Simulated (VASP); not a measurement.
# Al2Au (Fm-3m) in VASP: notebook

Runs on Al2Au. Level: r2SCAN. Tasks: single point.

All numbers are computed with VASP 6.6.1; they aren't measurements. Logs are shortened: lines on timing, memory, paths and dates and some standing lists are left out, and cuts for length are marked.

### Step 1. The cell of the first run

Symmetry: Fm-3m, No. 225, cubic system. Conventional cell: a = 6.000 Å, b = 6.000 Å, c = 6.000 Å, α = 90.00°, β = 90.00°, γ = 90.00°. Au (site symmetry m-3m) has 8 Al at 2.60 Å within 3.4 Å. Within 3.4 Å of Al (site symmetry -43m) lie 4 Au at 2.60 Å and 6 Al at 3.00 Å.

### Step 2. Single point, r2SCAN

Contents of POSCAR:

```
Al2Au
1.0
    0.0000000000      3.0000000000      3.0000000000
    3.0000000000      0.0000000000      3.0000000000
    3.0000000000      3.0000000000      0.0000000000
Au Al
1 2
Direct
    0.0000000000      0.0000000000      0.0000000000
    0.7500000000      0.7500000000      0.7500000000
    0.2500000000      0.2500000000      0.2500000000
```

Contents of INCAR.step1:

```
SYSTEM = Al2Au
  PREC = Accurate
  ENCUT = 520
  ISMEAR = 1
  SIGMA = 0.05
  LREAL = .FALSE.
  LASPH = .TRUE.
  NELM = 80
  NBANDS = 16
  GGA = PE
  ALGO = Normal
  EDIFF = 1E-4
  LWAVE = .TRUE.
  LCHARG = .FALSE.
```

Contents of INCAR.step2:

```
SYSTEM = Al2Au
  PREC = Accurate
  ENCUT = 520
  EDIFF = 1E-7
  ISMEAR = 1
  SIGMA = 0.05
  LREAL = .FALSE.
  LASPH = .TRUE.
  NELM = 80
  ALGO = Normal
  ISIF = 2
  LWAVE = .FALSE.
  LCHARG = .FALSE.
  METAGGA = R2SCAN
  LMIXTAU = .TRUE.
  NBANDS = 16
  ISTART = 1
```

Contents of KPOINTS:

```
Automatic mesh
0
G
  11 11 11
  0 0 0
```

Potentials or basis: VASP PAW PBE potentials, release 64 (Au, Al).

On the command line:

```sh
cat potpaw_PBE.64/Au/POTCAR potpaw_PBE.64/Al/POTCAR > POTCAR
cp INCAR.step1 INCAR
mpirun -np 1 vasp_std > vasp.out
cp INCAR.step2 INCAR
mpirun -np 1 vasp_std > vasp.out
```

OUTCAR:

```text
SYSTEM = Al2Au
   PREC = Accurate
   ENCUT = 520
   EDIFF = 1E-7
   ISMEAR = 1
   LREAL = .FALSE.
   LASPH = .TRUE.
   NELM = 80
   ISIF = 2
   METAGGA = R2SCAN
   ISTART = 1

 ion  position               nearest neighbor table
   1  0.000  0.000  0.000-   2 2.60   2 2.60   2 2.60   2 2.60   3 2.60   3 2.60   3 2.60   3 2.60

   2  0.750  0.750  0.750-   1 2.60   1 2.60   1 2.60   1 2.60   3 3.00   3 3.00   3 3.00   3 3.00
                             3 3.00   3 3.00
   3  0.250  0.250  0.250-   1 2.60   1 2.60   1 2.60   1 2.60   2 3.00   2 3.00   2 3.00   2 3.00
                             2 3.00   2 3.00

  LATTYP: Found a face centered cubic cell.
 ALAT       =     6.0000000000

  Lattice vectors:

 A1 = (   0.0000000000,   3.0000000000,   3.0000000000)
 A2 = (   3.0000000000,   0.0000000000,   3.0000000000)
 A3 = (   3.0000000000,   3.0000000000,   0.0000000000)

Analysis of symmetry for initial positions (statically):
=====================================================================
 Subroutine PRICEL returns:
 Original cell was already a primitive cell.

 Routine SETGRP: Setting up the symmetry group for a
 face centered cubic supercell.

 Subroutine GETGRP returns: Found 48 space group operations
 (whereof 48 operations were pure point group operations)
 out of a pool of 48 trial point group operations.

The static configuration has the point symmetry O_h .

Analysis of symmetry for dynamics (positions and initial velocities):
=====================================================================
 Subroutine PRICEL returns:
 Original cell was already a primitive cell.

 Routine SETGRP: Setting up the symmetry group for a
 face centered cubic supercell.

 Subroutine GETGRP returns: Found 48 space group operations
 (whereof 48 operations were pure point group operations)
 out of a pool of 48 trial point group operations.

The dynamic configuration has the point symmetry O_h .

 Subroutine INISYM returns: Found 48 space group operations
 (whereof 48 operations are pure point group operations),
 and found     1 'primitive' translations

----------------------------------------------------------------------------------------

                                     Primitive cell

  volume of cell :      54.0000

  direct lattice vectors                    reciprocal lattice vectors
     0.000000000  3.000000000  3.000000000    -0.166666667  0.166666667  0.166666667
     3.000000000  0.000000000  3.000000000     0.166666667 -0.166666667  0.166666667
     3.000000000  3.000000000  0.000000000     0.166666667  0.166666667 -0.166666667

  length of vectors
     4.242640687  4.242640687  4.242640687     0.288675135  0.288675135  0.288675135

  position of ions in fractional coordinates (direct lattice)
     0.000000000  0.000000000  0.000000000
     0.750000000  0.750000000  0.750000000
     0.250000000  0.250000000  0.250000000

  ion indices of the primitive-cell ions
   primitive index   ion index
                 1           1
                 2           2
                 3           3

----------------------------------------------------------------------------------------

 KPOINTS: Automatic mesh

Automatic generation of k-mesh.
 Grid dimensions read from file:
 generate k-points for:   11   11   11

 Generating k-lattice:

  Cartesian coordinates                     Fractional coordinates (reciprocal lattice)
    -0.015151515  0.015151515  0.015151515     0.090909091  0.000000000  0.000000000
     0.015151515 -0.015151515  0.015151515     0.000000000  0.090909091  0.000000000
     0.015151515  0.015151515 -0.015151515     0.000000000  0.000000000  0.090909091

  Length of vectors
     0.026243194  0.026243194  0.026243194

  Shift w.r.t. Gamma in fractional coordinates (k-lattice)
     0.000000000  0.000000000  0.000000000

 Subroutine IBZKPT returns following result:
 ===========================================

 Found     56 irreducible k-points:

 Following reciprocal coordinates:
            Coordinates               Weight
  0.000000  0.000000  0.000000      1.000000
  0.090909  0.000000  0.000000      8.000000
  0.181818  0.000000  0.000000      8.000000
  0.272727  0.000000  0.000000      8.000000
  0.363636  0.000000  0.000000      8.000000
  0.454545  0.000000  0.000000      8.000000
[... 16 lines left out ...]
 -0.272727  0.181818  0.000000     24.000000
 -0.181818  0.181818  0.000000     12.000000
 [... further k-points ...]
   k-points           NKPTS =     56   k-points in BZ     NKDIM =     56   number of bands    NBANDS=     16
   number of dos      NEDOS =    301   number of ions     NIONS =      3
   total plane-waves  NPLWV =  32768
   dimension x,y,z NGX =    32 NGY =   32 NGZ =   32
   dimension x,y,z NGXF=    64 NGYF=   64 NGZF=   64
   ions per type =               1   2
   NGX,Y,Z   is equivalent  to a cutoff of  12.54, 12.54, 12.54 a.u.
   NGXF,Y,Z  is equivalent  to a cutoff of  25.08, 25.08, 25.08 a.u.
 SYSTEM =  Al2Au
   PREC   = accura    normal or accurate (medium, high low for compatibility)
   ISTART =      1    job   : 0-new  1-cont  2-samecut
   ICHARG =      0    charge: 1-file 2-atom 10-const
   ISPIN  =      1    spin polarized calculation?
   LNONCOLLINEAR =      F non collinear calculations
   LSORBIT =      F    spin-orbit coupling
   LASPH  =      T    aspherical Exc in radial PAW
   ENCUT  =  520.0 eV  38.22 Ry    6.18 a.u.   7.89  7.89  7.89*2*pi/ulx,y,z
   NELM   =     80;   NELMIN=  2; NELMDL=  0     # of ELM steps
   EDIFF  = 0.1E-06   stopping-criterion for ELM
   LREAL  =      F    real-space projection
   EDIFFG = 0.1E-05   stopping-criterion for IOM
   NSW    =      0    number of steps for IOM
   IBRION =     -1    ionic relax: 0-MD 1-quasi-New 2-CG
   NFREE  =      0    steps in history (QN), initial steepest desc. (CG)
   ISIF   =      2    stress and relaxation
   ISYM   =      2    0-nonsym 1-usesym 2-fastsym
   POTIM  = 0.5000    time-step for ionic-motion
   TEBEG  =    0.0;   TEEND  =   0.0 temperature during run
   PSTRESS=    0.0 pullay stress
   NELECT =      17.0000    total number of electrons
   NUPDOWN=      -1.0000    fix difference up-down
   EMIN   =  10.00;   EMAX   =-10.00  energy-range for DOS
   EFERMI =   0.00;   METHOD = LEGACY
   ISMEAR =     1;   SIGMA  =   0.05  broadening in eV -4-tet -1-fermi 0-gaus
   EFERMI_NEDOS =   21; number of points for ismear=-14 and -15
   IALGO  =     38    algorithm
   IMIX   =      4    mixing-type and parameters
     AMIX     =   0.40;   BMIX     =  1.00
     AMIX_MAG =   1.60;   BMIX_MAG =  1.00
  volume/ion in A,a.u.               =      18.00       121.47
  Fermi-wavevector in a.u.,A,eV,Ry     =   1.113679  2.104547 16.875035  1.240280
  Thomas-Fermi vector in A             =   2.250266
   LORBIT       =      0    0 simple, 1 ext, 2 COOP (PROOUT), +10 PAW based schemes
   METAGGA = R2SCAN    functional components
   LHFCALC =     F    Hartree Fock is set to
   AEXX    =    0.0000 exact exchange contribution
   IVDW    =     0    specifies the selected vdW correction
   LEPSILON=     F    determine dielectric tensor
   LRPA    =     F    only Hartree local field effects (RPA)
 non-spin polarized calculation
 Methfessel and Paxton  Order N= 1 SIGMA  =   0.05
  energy-cutoff  :      520.00
  volume of cell :       54.00
 maximum number of plane-waves:      1468
   NGX = 15   NGY = 15   NGZ = 15

 number of electron      17.0000001 magnetization

 Free energy of the ion-electron system (eV)
  ---------------------------------------------------
  ext. energy  EPLUGINS =         0.00000000
  ---------------------------------------------------
  free energy    TOTEN  =       -65.53819630 eV

  energy without entropy =      -65.53749466  energy(sigma->0) =      -65.53796242

 E-fermi :   7.7441     XC(G=0): -11.2719

 val. band max:        7.7345111679   @ k =   0.4545   0.0909   0.0000
 cond. band min:       7.7460602809   @ k =  -0.3636   0.1818   0.0000
 fundamental gap:      0.0115491130
 Fermi energy:         7.7441333451

 k-point     1 :       0.0000    0.0000    0.0000
  band No.  band energies     occupation
      1      -3.3861      2.00000
      2       0.7682      2.00000
      3       0.7682      2.00000
      4       0.7682      2.00000
      5       1.7708      2.00000
      6       1.7708      2.00000
[... 8 lines left out ...]
     15      13.9920      0.00000
     16      13.9920      0.00000

 k-point     2 :       0.0909    0.0000    0.0000
  band No.  band energies     occupation
      1      -3.2716      2.00000
      2       0.7338      2.00000
      3       0.7978      2.00000
      4       0.7978      2.00000
      5       1.7650      2.00000
      6       1.7650      2.00000
[... 8 lines left out ...]
     15      13.6586      0.00000
     16      13.7764      0.00000

 k-point     3 :       0.1818    0.0000    0.0000
  band No.  band energies     occupation
      1      -2.9357      2.00000
      2       0.6504      2.00000
      3       0.8724      2.00000
      4       0.8724      2.00000
      5       1.7594      2.00000
      6       1.7594      2.00000
[... 8 lines left out ...]
     15      13.7001      0.00000
     16      14.0585      0.00000

 k-point     4 :       0.2727    0.0000    0.0000
  band No.  band energies     occupation
      1      -2.4091      2.00000
      2       0.5739      2.00000
      3       0.9541      2.00000
      4       0.9541      2.00000
      5       1.7820      2.00000
      6       1.7820      2.00000
[... 8 lines left out ...]
     15      14.7203      0.00000
     16      15.0536      0.00000
[... 324 lines left out ...]
 k-point    22 :      -0.3636    0.1818    0.0000
  band No.  band energies     occupation
      1      -1.0299      2.00000
      2       0.5264      2.00000
      3       1.1127      2.00000
      4       1.1915      2.00000
      5       1.7741      2.00000
      6       1.8588      2.00000
[... 8 lines left out ...]
     15      15.9709      0.00000
     16      17.0248      0.00000

 k-point    23 :      -0.2727    0.1818    0.0000
  band No.  band energies     occupation
      1      -1.6090      2.00000
      2       0.4502      2.00000
      3       1.0509      2.00000
      4       1.1393      2.00000
      5       1.6730      2.00000
      6       1.9269      2.00000
[... 8 lines left out ...]
     15      15.4709      0.00000
     16      17.5938      0.00000

 k-point    24 :      -0.1818    0.1818    0.0000
  band No.  band energies     occupation
      1      -2.2177      2.00000
      2       0.4957      2.00000
      3       1.0037      2.00000
      4       1.0340      2.00000
      5       1.6538      2.00000
      6       1.8863      2.00000
[... 8 lines left out ...]
     15      15.3340      0.00000
     16      17.1225      0.00000

 [... further k-points ...]

------------------------ aborting loop because EDIFF is reached ----------------------------------------

  FORCE on cell =-STRESS in cart. coord.  units (eV):
  Direction    XX          YY          ZZ          XY          YZ          ZX
  --------------------------------------------------------------------------------------
  -------------------------------------------------------------------------------------
  Total        0.0909298      0.0909298      0.0909298      0.0000000      0.0000000      0.0000000
  in kB        2.6978835      2.6978835      2.6978835      0.0000000      0.0000000      0.0000000
  external PRESSURE =       2.6978835 kB  Pullay stress =       0.0000000 kB

 VOLUME and BASIS-vectors are now :
 -----------------------------------------------------------------------------
  energy-cutoff  :      520.00
  volume of cell :       54.00
      direct lattice vectors                 reciprocal lattice vectors
     0.000000000  3.000000000  3.000000000    -0.166666667  0.166666667  0.166666667
     3.000000000  0.000000000  3.000000000     0.166666667 -0.166666667  0.166666667
     3.000000000  3.000000000  0.000000000     0.166666667  0.166666667 -0.166666667

 POSITION                                       TOTAL-FORCE (eV/Angst)
 -----------------------------------------------------------------------------------
      0.00000      0.00000      0.00000         0.000000     -0.000000      0.000000
      4.50000      4.50000      4.50000        -0.000000     -0.000000     -0.000000
      1.50000      1.50000      1.50000         0.000000      0.000000      0.000000
 -----------------------------------------------------------------------------------
    total drift:                                0.000000     -0.000000      0.000000

  FREE ENERGIE OF THE ION-ELECTRON SYSTEM (eV)
  ---------------------------------------------------
  free  energy   TOTEN  =       -65.5381963042 eV

  energy  without entropy=      -65.5374946565  energy(sigma->0) =      -65.53796242
```

Run time: 2.7 min. Hardware: 1 thread of Intel Xeon 8259CL, shared host; peak memory 0.21 GiB.

Results:

| Item | Value |
| --- | --- |
| Free energy | -65.5382 eV |
| Pressure | 0.3 GPa |
| Band gap on the k mesh | zero (an odd number of electrons rules out a gap without spin polarisation) |

Levels at points of the mesh, in eV from the Fermi level:
```tsv
k point	band 7	band 8	band 9	band 10	band 11	band 12
(0.00, 0.00, 0.00)	2.87	3.02	3.02	3.02	4.15	4.15
```

Caveat: the PAW data sets were made with another functional, which shifts forces and pressure a little; spin-orbit coupling is left out, which moves the levels of the heavy elements.

### Step 3. Single point, r2SCAN

POSCAR is that of step 2.

Contents of INCAR.step1:

```
PREC = Accurate
ENCUT = 520
ISMEAR = 1
SIGMA = 0.05
LREAL = F
LASPH = T
NELM = 100
NBANDS = 16
GGA = PE
ALGO = Normal
EDIFF = 1E-4
LWAVE = T
LCHARG = F
```

Contents of INCAR.step2:

```
PREC = Accurate
ENCUT = 520
EDIFF = 1E-7
ISMEAR = 1
SIGMA = 0.05
LREAL = F
LASPH = T
NELM = 100
ALGO = Normal
ISIF = 2
LWAVE = F
LCHARG = T
METAGGA = R2SCAN
LMIXTAU = T
LELF = T
LVHAR = T
NBANDS = 16
ISTART = 1
```

Contents of KPOINTS:

```
Automatic mesh
0
Gamma
  13 13 13
```

Potentials or basis: VASP PAW PBE potentials, release 64 (Au, Al).

On the command line:

```sh
cat potpaw_PBE.64/Au/POTCAR potpaw_PBE.64/Al/POTCAR > POTCAR
cp INCAR.step1 INCAR
mpirun -np 1 vasp_std > vasp.out
cp INCAR.step2 INCAR
mpirun -np 1 vasp_std > vasp.out
```

Wall time 3.9 min (1 thread of Intel Xeon 8259CL, shared host); peak memory 0.24 GiB.

Results (log left out):

```
Free energy            : -65.5455 eV
Pressure               : 0.3 GPa
Band gap on the k mesh : zero (an odd number of electrons rules out a gap without spin polarisation)
```

Levels at points of the mesh, in eV from the Fermi level:
```csv
k point,band 7,band 8,band 9,band 10,band 11,band 12
"(0.00, 0.00, 0.00)",2.91,3.06,3.06,3.06,4.20,4.20
```

Caveat: the PAW data sets were made with another functional, which shifts forces and pressure a little; spin-orbit coupling is left out, which moves the levels of the heavy elements.
